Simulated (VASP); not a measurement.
Write the native input for VASP 6.6.1 that does the following.

| Item | Value |
| --- | --- |
| Task | single point |
| Functional | PBEsol |
| Potentials or basis | VASP PAW PBE potentials, release 64 (V_sv) |
| Cutoff | 520 eV |
| k mesh | 16 × 16 × 16 |
| Occupations | fermi-dirac, width 0.1 eV |
| Spin | no spin polarisation |
| Dipole correction | no |
| Further INCAR settings | ALGO = Normal; EDIFF = 1e-06; NBANDS = 12 |

The structure of V lies in POSCAR:

```
V
1.0
    0.0000000000      1.8340173127      1.8340173127
    1.8340173127      0.0000000000      1.8340173127
    1.8340173127      1.8340173127      0.0000000000
V
1
Direct
    0.0000000000      0.0000000000      0.0000000000
```

This cell differs from its parent crystal: volume scaled by 0.92.

These files were run (other wordings do the same):

INCAR

```
SYSTEM = V
ALGO = Normal
EDIFF = 1E-6
ENCUT = 520
GGA = PS
ISIF = 2
ISMEAR = -1
LASPH = .TRUE.
LCHARG = .TRUE.
LELF = .TRUE.
LREAL = .FALSE.
LVHAR = .TRUE.
LWAVE = .FALSE.
NBANDS = 12
NELM = 60
PREC = Accurate
SIGMA = 0.1
```

KPOINTS

```
k-points
0
G
  16 16 16
  0 0 0
```

Potentials or basis: VASP PAW PBE potentials, release 64 (V_sv).

Command:

```bash
$ cat potpaw_PBE.64/V_sv/POTCAR > POTCAR
$ mpirun -np 1 vasp_std > vasp.out
```

It gave:

```json
{
 "Pressure": "18.6 GPa"
}
```

Caveat: the PAW data sets were made with another functional, which shifts forces and pressure a little.

It took 7.7 s on 1 thread of Intel(R) Xeon(R) 6975P-C (Granite Rapids), with other jobs on the host, peak memory 0.13 GiB.
